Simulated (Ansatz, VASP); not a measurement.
# Two plane-wave programs on InP

Contents of POSCAR:

```
InP
1.0
    0.0000000000      2.8388612317      3.1227473548
    2.8388612317      0.0000000000      3.1227473548
    2.8388612317      2.8388612317      0.0000000000
In P
1 1
Direct
    0.0000000000      0.0000000000      0.0000000000
    0.7500000000      0.7500000000      0.7500000000
```

INCAR.step1

```
PREC = Accurate
ENCUT = 520
ISMEAR = 0
SIGMA = 0.05
LREAL = F
LASPH = T
NELM = 100
NBANDS = 16
GGA = PE
ALGO = Normal
EDIFF = 1E-4
LWAVE = T
LCHARG = F
```

INCAR.step2

```
PREC = Accurate
ENCUT = 520
EDIFF = 1E-6
ISMEAR = 0
SIGMA = 0.05
LREAL = F
LASPH = T
NELM = 100
ALGO = Normal
ISIF = 2
LWAVE = F
LCHARG = T
METAGGA = R2SCAN
LMIXTAU = T
LELF = T
LVHAR = T
NBANDS = 16
ISTART = 1
```

Contents of KPOINTS:

```
Automatic mesh
0
Gamma
  10 10 10
```

Input for Ansatz:

```yaml
crystal:
  lattice:
    - [0.0, 2.8388612317, 3.1227473548]
    - [2.8388612317, 0.0, 3.1227473548]
    - [2.8388612317, 2.8388612317, 0.0]
  atoms:
    - { symbol: In, position: [0.0, 0.0, 0.0] }
    - { symbol: P, position: [0.75, 0.75, 0.75] }
basis:
  ecutwfc: 500
kpoints:
  mp_grid: { grid: [10, 10, 10] }
hamiltonian:
  xc: r2scan
scf:
  occupations: { method: gaussian, width: 0.05 }
output:
  forces: true
  stress: true
  eigenvalues: true
```

Alike in both runs: task single point; functional r2SCAN; k mesh 10 × 10 × 10; occupations gaussian, width 0.05 eV; no spin polarisation.

|  | VASP | Ansatz |
| --- | --- | --- |
| version | VASP 6.6.1 | Ansatz 0.2.0 |
| potentials or method | VASP PAW PBE potentials, release 64 (In_d, P), cutoff 520 eV | scalar-relativistic, plane waves, PAW |
| valence electrons in the cell | 18 | 18 |

```csv
,VASP,Ansatz,Ansatz less VASP
gap on the k mesh at the Fermi level (eV),0.93,0.93,-0.004
least direct gap on the mesh (eV),0.93,0.93,-0.004
pressure (GPa),1.4,1.5,+0.11
"traceless stress, the component that is largest in VASP (GPa)",-3.41,-3.38,+0.030
```

VASP's potentials were made for PBE, not for r2SCAN. The functional is the same, so the differences come from potentials, cutoffs and numerics.
